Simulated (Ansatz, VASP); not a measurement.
**Zr4Al2C: VASP beside Ansatz**

```
Zr Al C
1.0
    -2.20308    2.20308    7.37829
     2.20308   -2.20308    7.37829
     2.20308    2.20308   -7.37829
Zr Al C
4 2 1
Cartesian
  0.0000 0.0000 12.4166
  2.2031 0.0000 0.0000
  0.0000 2.2031 0.0000
  0.0000 0.0000 2.3400
  0.0000 0.0000 5.3151
  0.0000 0.0000 9.4415
  0.0000 0.0000 0.0000
```

Alike in both runs: functional PBE; k mesh 6 × 6 × 6; occupations gaussian, width 0.1 eV; no spin polarisation.

Ansatz relaxed the structure, and its values are those at the end. VASP's run is a single point on that final structure, the one shown.

|  | VASP | Ansatz |
| --- | --- | --- |
| version | VASP 6.6.1 | Ansatz 0.2.0 |
| potentials or method | VASP PAW PBE potentials, release 64 (Zr_sv, Al, C), cutoff 520 eV | scalar-relativistic, plane waves, PAW |
| valence electrons in the cell | 58 | 58 |

```csv
,VASP,Ansatz,Ansatz less VASP
gap on the k mesh at the Fermi level (eV),none,none,-
pressure (GPa),0.1,0.0,-0.06
rms of the force components (eV/Å),0.005,0.001,-0.0033
```

A gap of «none» marks a metal or a gap that the smearing closes. The functional is the same, so the differences come from potentials, cutoffs and numerics.
